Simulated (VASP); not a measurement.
# Si2C in VASP: notebook

Runs on Si2C. Level: PBE. Tasks: single point, relaxation of cell and atoms.

All numbers are computed with VASP 6.6.1; they aren't measurements. Logs are shortened: lines on timing, memory, paths and dates and some standing lists are left out, and cuts for length are marked.

### 1 The cell of the first run

The typed cell holds 6 atoms: a = 5.674 Å, b = 5.675 Å, c = 3.856 Å, α = 70.24°, β = 70.24°, γ = 61.03°.

### 2 Single point, PBE

Input file INCAR:

```
SYSTEM = Si2C
PREC = Accurate
ENCUT = 520
EDIFF = 1E-6
ISMEAR = 0
SIGMA = 0.1
LREAL = .FALSE.
LASPH = .TRUE.
NELM = 100
ALGO = Normal
ISIF = 2
LWAVE = .FALSE.
LCHARG = .TRUE.
GGA = PE
LELF = .TRUE.
LVHAR = .TRUE.
NBANDS = 21
```

Input file KPOINTS:

```
regular mesh
0
G
  4 4 4
  0 0 0
```

Input file POSCAR:

```
Si2C
1.0
    5.6221004683     -0.0902093880     -0.7637273225
    2.7325285117      4.8945631872     -0.8812996372
    1.7736309739      1.1051109795      3.2408353383
Si C
4 2
Direct
    0.3820797097      0.4740833727      0.3215567854
    0.0259750264      0.1178975361      0.6784117338
    0.6179202903      0.5259166273      0.6784432146
    0.9740249736      0.8821024639      0.3215882662
    0.6194085029      0.8805678772      0.4999349330
    0.3805914971      0.1194321228      0.5000650670
```

Potentials or basis: VASP PAW PBE potentials, release 64 (Si, C).

The run is started by

```console
$ cat potpaw_PBE.64/Si/POTCAR potpaw_PBE.64/C/POTCAR > POTCAR
$ mpirun -np 1 vasp_std > vasp.out
```

OUTCAR:

```text
SYSTEM = Si2C
   PREC = Accurate
   ENCUT = 520
   EDIFF = 1E-6
   ISMEAR = 0
   LREAL = .FALSE.
   LASPH = .TRUE.
   NELM = 100
   ISIF = 2
   GGA = PE

 ion  position               nearest neighbor table
   1  0.382  0.474  0.322-   6 1.90   4 2.35   3 2.38   3 2.38
   2  0.026  0.118  0.678-   6 1.90   3 2.35   4 2.38   4 2.38
   3  0.618  0.526  0.678-   5 1.90   2 2.35   1 2.38   1 2.38
   4  0.974  0.882  0.322-   5 1.90   1 2.35   2 2.38   2 2.38
   5  0.619  0.881  0.500-   6 1.38   4 1.90   3 1.90
   6  0.381  0.119  0.500-   5 1.38   2 1.90   1 1.90

  LATTYP: Found a triclinic cell.
 ALAT       =     5.6745175928
 B/A-ratio  =     1.0155812880
 C/A-ratio  =     0.6795591732
 COS(alpha) =     0.0001196996
 COS(beta)  =     0.3381508582
 COS(gamma) =     0.5078016384

  Lattice vectors:

 A1 = (   2.7325285117,   4.8945631872,  -0.8812996372)
 A2 = (  -2.8895719566,   4.9847725752,  -0.1175723147)
 A3 = (   1.7736309739,   1.1051109795,   3.2408353383)

Analysis of symmetry for initial positions (statically):
=====================================================================
 Subroutine PRICEL returns:
 Original cell was already a primitive cell.

 Routine SETGRP: Setting up the symmetry group for a
 triclinic supercell.

 Subroutine GETGRP returns: Found  2 space group operations
 (whereof  2 operations were pure point group operations)
 out of a pool of  2 trial point group operations.

The static configuration has the point symmetry S_2 .

Analysis of symmetry for dynamics (positions and initial velocities):
=====================================================================
 Subroutine PRICEL returns:
 Original cell was already a primitive cell.

 Routine SETGRP: Setting up the symmetry group for a
 triclinic supercell.

 Subroutine GETGRP returns: Found  2 space group operations
 (whereof  2 operations were pure point group operations)
 out of a pool of  2 trial point group operations.

The dynamic configuration has the point symmetry S_2 .

 Subroutine INISYM returns: Found  2 space group operations
 (whereof  2 operations are pure point group operations),
 and found     1 'primitive' translations

----------------------------------------------------------------------------------------

                                     Primitive cell

  volume of cell :      99.9196

  direct lattice vectors                    reciprocal lattice vectors
     5.622100468 -0.090209388 -0.763727322     0.168499527 -0.104271575 -0.056659564
     2.732528512  4.894563187 -0.881299637    -0.005520935  0.195906209 -0.063781704
     1.773630974  1.105110980  3.240835338     0.038206845  0.028701557  0.277865629

  length of vectors
     5.674454232  5.674517593  3.856170484     0.206094537  0.206101502  0.281944765

  position of ions in fractional coordinates (direct lattice)
     0.382079710  0.474083373  0.321556785
     0.025975026  0.117897536  0.678411734
     0.617920290  0.525916627  0.678443215
     0.974024974  0.882102464  0.321588266
     0.619408503  0.880567877  0.499934933
     0.380591497  0.119432123  0.500065067

  ion indices of the primitive-cell ions
   primitive index   ion index
                 1           1
                 2           2
                 3           3
                 4           4
                 5           5
                 6           6

----------------------------------------------------------------------------------------

 KPOINTS: regular mesh

Automatic generation of k-mesh.
 Grid dimensions read from file:
 generate k-points for:    4    4    4

 Generating k-lattice:

  Cartesian coordinates                     Fractional coordinates (reciprocal lattice)
     0.042124882 -0.026067894 -0.014164891     0.250000000 -0.000000000 -0.000000000
    -0.001380234  0.048976552 -0.015945426     0.000000000  0.250000000  0.000000000
     0.009551711  0.007175389  0.069466407     0.000000000  0.000000000  0.250000000

  Length of vectors
     0.051523634  0.051525376  0.070486191

  Shift w.r.t. Gamma in fractional coordinates (k-lattice)
     0.000000000  0.000000000  0.000000000

 Subroutine IBZKPT returns following result:
 ===========================================

 Found     36 irreducible k-points:

 Following reciprocal coordinates:
            Coordinates               Weight
  0.000000  0.000000  0.000000      1.000000
  0.250000 -0.000000  0.000000      2.000000
  0.500000 -0.000000  0.000000      1.000000
  0.000000  0.250000 -0.000000      2.000000
  0.250000  0.250000 -0.000000      2.000000
  0.500000  0.250000 -0.000000      2.000000
[... 16 lines left out ...]
 -0.000000 -0.250000  0.250000      2.000000
  0.250000 -0.250000  0.250000      2.000000
 [... further k-points ...]
   k-points           NKPTS =     36   k-points in BZ     NKDIM =     36   number of bands    NBANDS=     21
   number of dos      NEDOS =    301   number of ions     NIONS =      6
   total plane-waves  NPLWV =  52920
   dimension x,y,z NGX =    42 NGY =   42 NGZ =   30
   dimension x,y,z NGXF=    84 NGYF=   84 NGZF=   60
   ions per type =               4   2
   NGX,Y,Z   is equivalent  to a cutoff of  12.30, 12.30, 12.93 a.u.
   NGXF,Y,Z  is equivalent  to a cutoff of  24.61, 24.61, 25.87 a.u.
 SYSTEM =  Si2C
   PREC   = accura    normal or accurate (medium, high low for compatibility)
   ISTART =      0    job   : 0-new  1-cont  2-samecut
   ICHARG =      2    charge: 1-file 2-atom 10-const
   ISPIN  =      1    spin polarized calculation?
   LNONCOLLINEAR =      F non collinear calculations
   LSORBIT =      F    spin-orbit coupling
   LASPH  =      T    aspherical Exc in radial PAW
   ENCUT  =  520.0 eV  38.22 Ry    6.18 a.u.  10.55 10.55  7.17*2*pi/ulx,y,z
   NELM   =    100;   NELMIN=  2; NELMDL= -5     # of ELM steps
   EDIFF  = 0.1E-05   stopping-criterion for ELM
   LREAL  =      F    real-space projection
   EDIFFG = 0.1E-04   stopping-criterion for IOM
   NSW    =      0    number of steps for IOM
   IBRION =     -1    ionic relax: 0-MD 1-quasi-New 2-CG
   NFREE  =      0    steps in history (QN), initial steepest desc. (CG)
   ISIF   =      2    stress and relaxation
   ISYM   =      2    0-nonsym 1-usesym 2-fastsym
   POTIM  = 0.5000    time-step for ionic-motion
   TEBEG  =    0.0;   TEEND  =   0.0 temperature during run
   PSTRESS=    0.0 pullay stress
   NELECT =      24.0000    total number of electrons
   NUPDOWN=      -1.0000    fix difference up-down
   EMIN   =  10.00;   EMAX   =-10.00  energy-range for DOS
   EFERMI =   0.00;   METHOD = LEGACY
   ISMEAR =     0;   SIGMA  =   0.10  broadening in eV -4-tet -1-fermi 0-gaus
   EFERMI_NEDOS =   21; number of points for ismear=-14 and -15
   IALGO  =     38    algorithm
   IMIX   =      4    mixing-type and parameters
     AMIX     =   0.40;   BMIX     =  1.00
     AMIX_MAG =   1.60;   BMIX_MAG =  1.00
  volume/ion in A,a.u.               =      16.65       112.38
  Fermi-wavevector in a.u.,A,eV,Ry     =   1.017642  1.923064 14.090127  1.035595
  Thomas-Fermi vector in A             =   2.151054
   LORBIT       =      0    0 simple, 1 ext, 2 COOP (PROOUT), +10 PAW based schemes
   GGA     = PE    functional components
   LHFCALC =     F    Hartree Fock is set to
   AEXX    =    0.0000 exact exchange contribution
   IVDW    =     0    specifies the selected vdW correction
   LEPSILON=     F    determine dielectric tensor
   LRPA    =     F    only Hartree local field effects (RPA)
 non-spin polarized calculation
 Gauss-broadening in eV      SIGMA  =   0.10
  energy-cutoff  :      520.00
  volume of cell :       99.92
 maximum number of plane-waves:      2704
   NGX = 21   NGY = 21   NGZ = 15

 number of electron      24.0000000 magnetization

 Free energy of the ion-electron system (eV)
  ---------------------------------------------------
  ext. energy  EPLUGINS =         0.00000000
  ---------------------------------------------------
  free energy    TOTEN  =       -38.30169518 eV

  energy without entropy =      -38.29952377  energy(sigma->0) =      -38.30060948

 E-fermi :   5.3877     XC(G=0):  -9.3966

 val. band max:        5.3698355497   @ k =   0.5000   0.5000  -0.0000
 cond. band min:       5.4453915783   @ k =   0.5000  -0.0000   0.5000
 fundamental gap:      0.0755560286
 Fermi energy:         5.3876503794

 k-point     1 :       0.0000    0.0000    0.0000
  band No.  band energies     occupation
      1      -9.6276      2.00000
      2      -4.9974      2.00000
      3      -4.3423      2.00000
      4      -2.7687      2.00000
      5      -2.0424      2.00000
      6      -0.6001      2.00000
[... 13 lines left out ...]
     20      10.8531      0.00000
     21      11.0822      0.00000

 k-point     2 :       0.2500   -0.0000    0.0000
  band No.  band energies     occupation
      1      -9.5145      2.00000
      2      -5.6662      2.00000
      3      -4.0561      2.00000
      4      -3.2689      2.00000
      5      -1.7394      2.00000
      6       0.1757      2.00000
[... 13 lines left out ...]
     20      11.2552      0.00000
     21      12.0146      0.00000

 k-point     3 :       0.5000   -0.0000    0.0000
  band No.  band energies     occupation
      1      -9.3858      2.00000
      2      -6.0897      2.00000
      3      -4.2953      2.00000
      4      -3.3424      2.00000
      5      -0.8187      2.00000
      6       0.0084      2.00000
[... 13 lines left out ...]
     20      11.4589      0.00000
     21      12.2701      0.00000
[... 457 lines left out ...]
 k-point    23 :      -0.0000   -0.2500    0.2500
  band No.  band energies     occupation
      1      -9.3447      2.00000
      2      -5.4831      2.00000
      3      -4.3422      2.00000
      4      -2.3535      2.00000
      5      -1.9162      2.00000
      6       0.3246      2.00000
[... 13 lines left out ...]
     20      11.2663      0.00000
     21      11.6937      0.00000

 k-point    24 :       0.2500   -0.2500    0.2500
  band No.  band energies     occupation
      1      -9.3004      2.00000
      2      -5.7214      2.00000
      3      -4.2006      2.00000
      4      -2.7209      2.00000
      5      -1.1368      2.00000
      6      -0.4377      2.00000
[... 13 lines left out ...]
     20      11.2827      0.00000
     21      11.9593      0.00000

 [... further k-points ...]
[... 5 lines left out ...]
  --------------------------------------------------------------------------------------
  -------------------------------------------------------------------------------------
  Total        0.0706927      0.0545266      0.0394120      0.0137333      0.0017116      0.0034239
  in kB        1.1335329      0.8743156      0.6319582      0.2202088      0.0274457      0.0549006
  external PRESSURE =       0.8799356 kB  Pullay stress =       0.0000000 kB

 VOLUME and BASIS-vectors are now :
 -----------------------------------------------------------------------------
  energy-cutoff  :      520.00
  volume of cell :       99.92
      direct lattice vectors                 reciprocal lattice vectors
     5.622100468 -0.090209388 -0.763727322     0.168499527 -0.104271575 -0.056659564
     2.732528512  4.894563187 -0.881299637    -0.005520935  0.195906209 -0.063781704
     1.773630974  1.105110980  3.240835338     0.038206845  0.028701557  0.277865629

 POSITION                                       TOTAL-FORCE (eV/Angst)
 -----------------------------------------------------------------------------------
      4.01386      2.64132      0.33250         0.000749      0.035324     -0.009770
      1.67144      1.32443      2.07488        -0.032734      0.018619      0.010719
      6.11440      3.26814      1.26331        -0.000749     -0.035324      0.009770
      8.45682      4.58503     -0.47907         0.032734     -0.018619     -0.010719
      6.77525      4.80660      0.37110         0.035850     -0.056649      0.003072
      3.35301      1.10286      1.22470        -0.035850      0.056649     -0.003072
 -----------------------------------------------------------------------------------
    total drift:                               -0.000000      0.000000     -0.000000

  FREE ENERGIE OF THE ION-ELECTRON SYSTEM (eV)
  ---------------------------------------------------
  free  energy   TOTEN  =       -38.3016951803 eV

  energy  without entropy=      -38.2995237723  energy(sigma->0) =      -38.30060948
```

Run time: 40 s. Hardware: 1 thread of Intel Xeon 6975P-C (Granite Rapids), shared host; peak memory 0.24 GiB.

What came out:

* Free energy: -38.3017 eV
* Pressure: 0.1 GPa
* Largest force: 0.067 eV/Å
* Band gap on the k mesh: 0.08 eV (least direct gap 0.46 eV)

Forces on the atoms (eV/Å):
```
Si   0.001  0.035 -0.010
Si  -0.033  0.019  0.011
Si  -0.001 -0.035  0.010
Si   0.033 -0.019 -0.011
C    0.036 -0.057  0.003
C   -0.036  0.057 -0.003
```

Caveat: the k points lie up to 0.44 Å⁻¹ apart.

(Continued in part 2 of 2.)
